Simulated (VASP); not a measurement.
# NiO (Fm-3m) in VASP: a series of runs, part 2 of 2

VASP 6.6.1.

### Step 3. Single point, PBEsol+U, collinear spin, antiferromagnetic start

This run uses another cell than the first one, of the same volume but with other edges.

The input, INCAR:

```
SYSTEM = NiO
  ALGO = Normal
  EDIFF = 1E-6
  ENCUT = 520
  GGA = PS
  ISIF = 2
  ISMEAR = 0
  ISPIN = 2
  LASPH = .TRUE.
  LCHARG = .FALSE.
  LDAU = .TRUE.
  LDAUJ = 0 0
  LDAUL = 2 -1
  LDAUPRINT = 1
  LDAUTYPE = 2
  LDAUU = 7.2 0
  LMAXMIX = 4
  LORBIT = 11
  LREAL = .FALSE.
  LWAVE = .FALSE.
  MAGMOM = 2 -2 0 0
  NBANDS = 28
  NELM = 150
  PREC = Accurate
  SIGMA = 0.05
```

The input, KPOINTS:

```
k-points
0
G
  6 6 6
  0 0 0
```

The input, POSCAR:

```
NiO
1.0
    0.0000000000      2.0913095126      2.0913095126
    4.1826190252      2.0913095126      2.0913095126
    4.1826190252      4.1826190252      0.0000000000
Ni O
2 2
Direct
    0.0000000000      0.0000000000      0.0000000000
    0.0000000000      0.0000000000      0.5000000000
    0.5000000000      0.5000000000      0.0000000000
    0.5000000000      0.5000000000      0.5000000000
```

Potentials or basis: VASP PAW PBE potentials, release 64 (Ni, O).

On the command line:

```bash
$ cat potpaw_PBE.64/Ni/POTCAR potpaw_PBE.64/O/POTCAR > POTCAR
$ mpirun -np 1 vasp_std > vasp.out
```

OUTCAR:

```text
SYSTEM = NiO
   EDIFF = 1E-6
   ENCUT = 520
   GGA = PS
   ISIF = 2
   ISMEAR = 0
   ISPIN = 2
   LASPH = .TRUE.
   LORBIT = 11
   LREAL = .FALSE.
   NELM = 150
   PREC = Accurate

 ion  position               nearest neighbor table
   1  0.000  0.000  0.000-   4 2.09   3 2.09   4 2.09   3 2.09   4 2.09   4 2.09   2 2.96   2 2.96
                             2 2.96   2 2.96   2 2.96   2 2.96   2 2.96   2 2.96
   2  0.000  0.000  0.500-   3 2.09   3 2.09   4 2.09   4 2.09   3 2.09   3 2.09   1 2.96   1 2.96
                             1 2.96   1 2.96   1 2.96   1 2.96   1 2.96   1 2.96
   3  0.500  0.500  0.000-   2 2.09   1 2.09   2 2.09   1 2.09   2 2.09   2 2.09
   4  0.500  0.500  0.500-   1 2.09   1 2.09   2 2.09   2 2.09   1 2.09   1 2.09

  LATTYP: Found a simple tetragonal cell.
 ALAT       =     2.9575582758
 C/A-ratio  =     1.4142135624

  Lattice vectors:

 A1 = (   0.0000000000,  -2.0913095126,   2.0913095126)
 A2 = (   0.0000000000,  -2.0913095126,  -2.0913095126)
 A3 = (   4.1826190252,   0.0000000000,   0.0000000000)

Analysis of symmetry for initial positions (statically):
=====================================================================
 Subroutine PRICEL returns following result:

  LATTYP: Found a face centered cubic cell.
 ALAT       =     4.1826190252
[... 12 lines left out ...]
 Subroutine GETGRP returns: Found 16 space group operations
 (whereof 16 operations were pure point group operations)
 out of a pool of 16 trial point group operations.

The static configuration has the point symmetry D_4h.

Analysis of symmetry for dynamics (positions and initial velocities):
=====================================================================
 Subroutine PRICEL returns following result:

  LATTYP: Found a face centered cubic cell.
 ALAT       =     4.1826190252
[... 12 lines left out ...]
 Subroutine GETGRP returns: Found 16 space group operations
 (whereof 16 operations were pure point group operations)
[... 238 lines left out ...]

 Free energy of the ion-electron system (eV)
  ---------------------------------------------------
  ext. energy  EPLUGINS =         0.00000000
  ---------------------------------------------------
  free energy    TOTEN  =       -21.68611711 eV

  energy without entropy =      -21.68611711  energy(sigma->0) =      -21.68611711

 E-fermi :   6.7528     XC(G=0): -12.8830

 val. band max:        6.5335471252   @ k =   0.5000   0.0000   0.0000
 cond. band min:       9.3912001219   @ k =   0.0000   0.0000   0.0000
 fundamental gap:      2.8576529966
 Fermi energy:         6.7528409597

 spin component 1

 k-point     1 :       0.0000    0.0000    0.0000
  band No.  band energies     occupation
      1     -12.0327      1.00000
      2     -10.6086      1.00000
      3      -0.0143      1.00000
      4       0.4020      1.00000
      5       0.6091      1.00000
      6       1.1565      1.00000
[... 1481 lines left out ...]
     27      26.1485      0.00000
     28      26.3840      0.00000

 [... further k-points ...]

------------------------ aborting loop because EDIFF is reached ----------------------------------------

  FORCE on cell =-STRESS in cart. coord.  units (eV):
  Direction    XX          YY          ZZ          XY          YZ          ZX
  --------------------------------------------------------------------------------------
  -------------------------------------------------------------------------------------
  Total       -2.1571861     -2.1498522     -2.1498522     -0.0000000      0.0000000      0.0000000
  in kB      -94.4676855    -94.1465178    -94.1465178     -0.0000000      0.0000000      0.0000000
  external PRESSURE =     -94.2535737 kB  Pullay stress =       0.0000000 kB

 VOLUME and BASIS-vectors are now :
 -----------------------------------------------------------------------------
  energy-cutoff  :      520.00
  volume of cell :       36.59
      direct lattice vectors                 reciprocal lattice vectors
     0.000000000  2.091309513  2.091309513    -0.239084649  0.239084649  0.239084649
     4.182619025  2.091309513  2.091309513     0.239084649 -0.239084649  0.239084649
     4.182619025  4.182619025  0.000000000     0.000000000  0.239084649 -0.239084649

 POSITION                                       TOTAL-FORCE (eV/Angst)
 -----------------------------------------------------------------------------------
      0.00000      0.00000      0.00000        -0.000000     -0.000000      0.000000
      2.09131      2.09131      0.00000        -0.000000      0.000000      0.000000
      2.09131      2.09131      2.09131         0.000000      0.000000     -0.000000
      4.18262      4.18262      2.09131         0.000000     -0.000000      0.000000
 -----------------------------------------------------------------------------------
    total drift:                                0.000000     -0.000000     -0.000000

  FREE ENERGIE OF THE ION-ELECTRON SYSTEM (eV)
  ---------------------------------------------------
  free  energy   TOTEN  =       -21.6861171050 eV

  energy  without entropy=      -21.6861171050  energy(sigma->0) =      -21.68611711

 total charge

# of ion       s       p       d       tot
------------------------------------------
    1        0.349   0.431   8.236   9.016
    2        0.349   0.431   8.236   9.016
    3        1.541   3.462   0.000   5.002
    4        1.541   3.462   0.000   5.002
--------------------------------------------------
tot          3.778   7.786  16.473  28.037

 magnetization (x)

# of ion       s       p       d       tot
------------------------------------------
    1        0.015   0.016   1.830   1.861
    2       -0.015  -0.016  -1.830  -1.861
    3       -0.005  -0.047   0.000  -0.053
    4        0.005   0.047   0.000   0.053
--------------------------------------------------
tot          0.000   0.000   0.000   0.000
```

OSZICAR:

```text
N       E                     dE             d eps       ncg     rms          rms(c)
DAV:   1     0.258651700721E+03    0.25865E+03   -0.14706E+04  4672   0.152E+03
DAV:   2     0.836412258057E+01   -0.25029E+03   -0.22364E+03  4544   0.336E+02
DAV:   3    -0.192302776005E+02   -0.27594E+02   -0.26257E+02  5004   0.121E+02
DAV:   4    -0.198042804298E+02   -0.57400E+00   -0.57217E+00  4712   0.177E+01
DAV:   5    -0.198133940564E+02   -0.91136E-02   -0.91124E-02  5252   0.218E+00    0.231E+01
DAV:   6    -0.200623221261E+02   -0.24893E+00   -0.16715E+01  5692   0.982E+01    0.278E+01
DAV:   7    -0.210401676752E+02   -0.97785E+00   -0.38329E+00  4896   0.320E+01    0.142E+01
DAV:   8    -0.214179877652E+02   -0.37782E+00   -0.63417E-01  5196   0.941E+00    0.943E+00
DAV:   9    -0.216664368518E+02   -0.24845E+00   -0.14657E-01  5072   0.941E+00    0.136E+00
DAV:  10    -0.216825699296E+02   -0.16133E-01   -0.66292E-02  5556   0.341E+00    0.628E-01
DAV:  11    -0.216847690628E+02   -0.21991E-02   -0.15853E-02  4728   0.931E-01    0.325E-01
DAV:  12    -0.216857109075E+02   -0.94184E-03   -0.26522E-04  6208   0.285E-01    0.131E-01
DAV:  13    -0.216860868690E+02   -0.37596E-03   -0.30566E-04  4976   0.421E-01    0.477E-02
DAV:  14    -0.216861162832E+02   -0.29414E-04   -0.13761E-04  4936   0.115E-01    0.122E-02
DAV:  15    -0.216861171050E+02   -0.82179E-06   -0.96131E-06  4756   0.253E-02
   1 F= -.21686117E+02 E0= -.21686117E+02  d E =-.229529E-11  mag=    -0.0000
```

stdout:

```text
POSCAR found type information on POSCAR NiO
 POSCAR found :  2 types and       4 ions
 scaLAPACK will be used
 -----------------------------------------------------------------------------
|                                                                             |
|                                                                             |
|     You enforced a specific xc type in the INCAR file but a different       |
|     I HOPE YOU KNOW WHAT YOU ARE DOING!                                     |
|                                                                             |
 -----------------------------------------------------------------------------

 LDA part: xc-table for (Slater+PW92), standard interpolation
 POSCAR, INCAR and KPOINTS ok, starting setup
 FFT: planning ... GRIDC
 FFT: planning ... GRID_SOFT
 FFT: planning ... GRID
 WAVECAR not read
 entering main loop
```

It took 59 s on 1 thread of Intel Xeon 6975P-C (Granite Rapids), shared host; peak memory 0.26 GiB.

What came out:

- Free energy: -21.6861 eV
- Pressure: -9.4 GPa
- Band gap on the k mesh: 2.86 eV
- Net moment: 0.00 μB per cell
- Site moments: Ni +1.86, -1.86; O -0.05, +0.05 μB
- Valence electrons inside the program's atomic spheres: Ni 9.02; O 5.00

Levels at points of the mesh, in eV from the valence-band top:
Spin up:
| k point | band 14 | band 15 | band 16 | band 17 | band 18 | band 19 |
| --- | --- | --- | --- | --- | --- | --- |
| (0.00, 0.00, 0.00) | -1.17 | -1.16 | -1.16 | 2.86 | 2.97 | 3.21 |
| (0.50, 0.00, 0.00) | -2.07 | 0.00 | 0.00 | 5.03 | 5.04 | 6.70 |
| (0.50, 0.50, 0.00) | -2.56 | -2.56 | -2.51 | 3.32 | 3.53 | 7.02 |
| (0.00, 0.00, 0.50) | -2.07 | -1.76 | -0.21 | 3.40 | 5.03 | 8.26 |
| (0.50, 0.00, 0.50) | -2.76 | -2.76 | -2.02 | 3.54 | 4.02 | 9.42 |
| (0.00, 0.50, 0.50) | -1.50 | -1.47 | -1.47 | 2.97 | 3.40 | 6.48 |
Spin down:
```csv
k point,band 13,band 14,band 15,band 16,band 17,band 18,band 19,band 20
"(0.00, 0.00, 0.00)",-2.58,-1.17,-1.16,-1.16,2.86,2.97,3.21,7.29
"(0.50, 0.00, 0.00)",-2.21,-2.07,0.00,0.00,5.03,5.04,6.70,6.77
"(0.50, 0.50, 0.00)",-2.63,-2.56,-2.56,-2.51,3.32,3.53,7.02,7.56
"(0.00, 0.00, 0.50)",-2.57,-2.07,-1.76,-0.21,3.40,5.03,8.26,8.48
"(0.50, 0.00, 0.50)",-3.13,-2.76,-2.76,-2.02,3.54,4.02,9.42,10.14
"(0.00, 0.50, 0.50)",-1.50,-1.50,-1.47,-1.47,2.97,3.40,6.48,7.36
```

Eigenvalues of the final occupation matrices:
| site | spin | trace | eigenvalues |
| --- | --- | --- | --- |
| site 1 d | 1 | 5.05 | 0.99 0.99 0.99 1.04 1.04 |
| site 1 d | 2 | 3.22 | 0.13 0.13 0.98 0.98 0.99 |
| site 2 d | 1 | 3.22 | 0.13 0.13 0.98 0.98 0.99 |
| site 2 d | 2 | 5.05 | 0.99 0.99 0.99 1.04 1.04 |

Caveat: the k points lie up to 0.43 Å⁻¹ apart; the PAW data sets were made with another functional, which shifts forces and pressure a little. The state reached can hang on the start; a lower one may exist.

### Step 4. Single point, PBEsol+U, non-collinear spin, typed start, spin-orbit coupling

This run uses another cell than the first one: it holds 2 atoms, not 4.

The input, INCAR:

```
SYSTEM = NiO
PREC = Accurate ; ENCUT = 520
EDIFF = 1E-6 ; ISMEAR = 0
SIGMA = 0.05 ; LREAL = .False.
LASPH = .True. ; NELM = 150
ALGO = Normal ; ISIF = 2
LWAVE = .False. ; LCHARG = .False.
MAGMOM = 0 0 1.9 0 0 0 ; LORBIT = 11
LSORBIT = .True. ; GGA_COMPAT = .False.
LORBMOM = .True. ; LMAXMIX = 4
LDAU = .True. ; LDAUTYPE = 2
LDAUL = 2 -1 ; LDAUU = 7.2 0
LDAUJ = 0 0 ; LDAUPRINT = 1
GGA = PS ; NBANDS = 28
```

The input, KPOINTS:

```
regular mesh
0
Gamma
  10 10 10
  0 0 0
```

The input, POSCAR:

```
NiO
1.0
    0.0000000000      2.0913095126      2.0913095126
    2.0913095126      0.0000000000      2.0913095126
    2.0913095126      2.0913095126      0.0000000000
Ni O
1 1
Direct
    0.0000000000      0.0000000000      0.0000000000
    0.5000000000      0.5000000000      0.5000000000
```

On the command line:

```bash
$ cat potpaw_PBE.64/Ni/POTCAR potpaw_PBE.64/O/POTCAR > POTCAR
$ mpirun -np 1 vasp_ncl > vasp.out
```

Run time: 99 s. Hardware: 1 thread of Intel Xeon 6975P-C (Granite Rapids), shared host; peak memory 0.27 GiB.

It converged, with:

| Property | Result |
| --- | --- |
| Free energy | -10.8643 eV |
| Pressure | -9.4 GPa |
| Net moment | 1.99 μB per cell |
| Valence electrons inside the program's atomic spheres | Ni 9.02; O 5.00 |

Moments on the atoms (μB; x, y, z):
```
Ni  0.00 0.00 1.84
O   0.00 0.00 0.15
```

Caveat: the PAW data sets were made with another functional, which shifts forces and pressure a little; a cell with one magnetic atom can't hold antiferromagnetic order, which such compounds often take. The state reached can hang on the start; a lower one may exist.

### Step 5. Overview

| spin | cell | k mesh | gap on the mesh (eV) | pressure (GPa) | moment (μB) |
| --- | --- | --- | --- | --- | --- |
| collinear, antiferromagnetic start | a = 2.958, b = 2.958, c = 5.915 Å, angles 60.0°, 4 atoms | 6 × 6 × 6 | 3.40 | -11.2 | 0.00 |
| collinear, antiferromagnetic start | a = 2.958, b = 5.123, c = 5.915 Å, angles 30.0, 60.0, 54.7°, 4 atoms | 6 × 6 × 6 | 2.86 | -9.4 | 0.00 |
| non-collinear, typed start, SOC | a = 2.958 Å, angles 60.0°, 2 atoms | 10 × 10 × 10 | - | -9.4 | 1.99 |

Alike in all rows: task single point; level PBEsol+U; potentials or basis VASP PAW PBE potentials, release 64 (Ni, O); Ni d U = 7.2 eV; cutoff (eV) 520; smearing gaussian 0.05 eV.

Caveats: some runs use coarse meshes; the PAW data sets were made with another functional, which shifts forces and pressure a little; a cell with one magnetic atom can't hold antiferromagnetic order, which such compounds often take (some runs).

Absolute energies hang on the potentials; compare differences alone.
